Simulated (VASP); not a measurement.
The system is AlZnC2N2.

```
CELL_PARAMETERS angstrom
3.08966 0.00000 0.00000
-1.54483 2.67573 0.00000
0.00000 0.00000 9.91916
ATOMIC_POSITIONS crystal
Al 0.00000 0.00000 0.50000
Zn 0.00000 0.00000 0.00000
C 0.00000 0.00000 0.81202
C 0.00000 0.00000 0.18798
N 0.00000 0.00000 0.69398
N 0.00000 0.00000 0.30602
```

```yaml
Program: VASP 6.6.1
Task: relaxation of cell and atoms
Functional: PBE
Potentials_or_basis: VASP PAW PBE potentials, release 64 (Al, Zn, C, N)
Cutoff: 600 eV
k_mesh: 6 × 6 × 2
Occupations: gaussian, width 0.1 eV
Spin: no spin polarisation
```

At the start: pressure 0.1 GPa; volume 13.67 Å³/atom.

Where does the relaxation end?

Over 9 steps the energy falls by 2.0 meV/atom and the volume is 13.65 Å³/atom (-0.1 %); space group P6/mmm (No. 191, to 0.1 Å) before and after.

The path:
| step | energy change (eV) | largest force (eV/Å) | pressure (GPa) | volume (Å³) |
| --- | --- | --- | --- | --- |
| 1 | 0.0000 | 0.7945 | 0.10 | 82.00 |
| 2 | 0.3306 | 5.5411 | -7.15 | 82.10 |
| 3 | -0.0047 | 0.1386 | -0.80 | 82.01 |
| 4 | -0.0072 | 0.1510 | 1.15 | 81.36 |
| 5 | -0.0099 | 0.1406 | 0.32 | 81.63 |
| 6 | -0.0117 | 0.0791 | 0.25 | 81.78 |
| 7 | -0.0121 | 0.0820 | 0.19 | 81.90 |
| 8 | -0.0071 | 0.7253 | -1.12 | 82.14 |
| 9 | -0.0122 | 0.0099 | 0.06 | 81.92 |

Final structure:
```xyz
6
Lattice="3.0973 0.0000 0.0000 -1.5486 2.6823 0.0000 0.0000 0.0000 9.8604" Properties=species:S:1:pos:R:3 pbc="T T T"
Al    0.0000    0.0000    4.9302
Zn    0.0000    0.0000    0.0000
C     0.0000    0.0000    8.0005
C     0.0000    0.0000    1.8600
N     0.0000    0.0000    6.8237
N     0.0000    0.0000    3.0367
```

Caveat: the k points lie up to 0.39 Å⁻¹ apart in the final cell, too coarse for converged energies and pressures of a metal; an odd number of electrons without spin polarisation forces a metal; a magnetic or distorted state may lie lower.
